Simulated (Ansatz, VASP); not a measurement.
One calculation of W, two programs

The input INCAR:

```
PREC     = Accurate       # precision mode
ENCUT    = 500            # plane-wave cutoff, eV
EDIFF    = 1E-6           # SCF threshold, eV
ISMEAR   = 0              # smearing method
SIGMA    = 0.15           # smearing width, eV
LREAL    = False          # projectors in reciprocal space
LASPH    = True           # aspherical terms in the spheres
NELM     = 120            # most SCF steps
ALGO     = Normal         # electronic algorithm
ISIF     = 2              # what is computed and relaxed
LWAVE    = False          # write WAVECAR
LCHARG   = False          # write CHGCAR
GGA      = PE             # functional
NBANDS   = 13             # bands
GGA_COMPAT= False
```

File KPOINTS:

```
Automatic mesh
0
Gamma
  20 20 20
```

Contents of POSCAR:

```
W
1.0
   -1.5573675000      1.5573675000      1.5573675000
    1.5573675000     -1.5573675000      1.5573675000
    1.5573675000      1.5573675000     -1.5573675000
W
1
Direct
    0.0000000000      0.0000000000      0.0000000000
```

Input for Ansatz:

```yaml
crystal:
  lattice:
    - [-1.5573675, 1.5573675, 1.5573675]
    - [1.5573675, -1.5573675, 1.5573675]
    - [1.5573675, 1.5573675, -1.5573675]
  atoms:
    - { symbol: W, position: [0.0, 0.0, 0.0] }
basis:
  ecutwfc: 420
kpoints:
  mp_grid: { grid: [20, 20, 20] }
hamiltonian:
  xc: pbe
scf:
  occupations: { method: gaussian, width: 0.15 }
output:
  forces: true
  stress: true
  eigenvalues: true
```

Change from the starting cell: strain -0.025 along x and y, -0.025 along z, atoms carried along.

Alike in both runs: task single point; functional PBE; k mesh 20 × 20 × 20; occupations gaussian, width 0.15 eV; no spin polarisation.

|  | VASP | Ansatz |
| --- | --- | --- |
| version | VASP 6.6.1 | Ansatz 0.2.0 |
| potentials or method | VASP PAW PBE potentials, release 64 (W_sv), cutoff 500 eV | scalar-relativistic, plane waves, PAW |
| valence electrons in the cell | 14 | 14 |

```tsv
	VASP	Ansatz	Ansatz less VASP
gap on the k mesh at the Fermi level (eV)	none	none	-
pressure (GPa)	23.7	22.9	-0.80
```

A gap of «none» marks a metal or a gap that the smearing closes.

Neither program's run includes spin-orbit coupling.
